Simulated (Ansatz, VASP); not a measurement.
Sc4Ta in VASP and in Ansatz

```xyz
5
Lattice="4.8472 0.0000 0.0000 -2.4236 4.1978 0.0000 0.0000 0.0000 6.2289" Properties=species:S:1:pos:R:3 pbc="T T T"
Sc    0.0000    2.7985    4.7459
Sc    0.0000    2.7985    1.4831
Sc    2.4236    1.3993    1.4831
Sc    2.4236    1.3993    4.7459
Ta    0.0000    0.0000    0.0000
```

Alike in both runs: functional PBE; k mesh 6 × 6 × 4; occupations gaussian, width 0.1 eV; no spin polarisation.

Ansatz relaxed the structure, and its values are those at the end. VASP's run is a single point on that final structure, the one shown.

```csv
,VASP,Ansatz
version,VASP 6.6.1,Ansatz 0.2.0
potentials or method,"VASP PAW PBE potentials, release 64 (Sc_sv, Ta_pv), cutoff 520 eV","scalar-relativistic, plane waves, PAW"
valence electrons in the cell,55,57
```

|  | VASP | Ansatz | Ansatz less VASP |
| --- | --- | --- | --- |
| gap on the k mesh at the Fermi level (eV) | none | none | - |
| pressure (GPa) | -0.1 | -0.1 | -0.03 |
| rms of the force components (eV/Å) | 0.002 | 0.005 | +0.0031 |

A gap of «none» marks a metal or a gap that the smearing closes. The functional is the same, so the differences come from potentials, cutoffs and numerics. VASP's potentials hold 55 valence electrons a cell and Ansatz's 57, so a difference there can come from the potentials and not from the codes.

Spin-orbit coupling is off throughout.
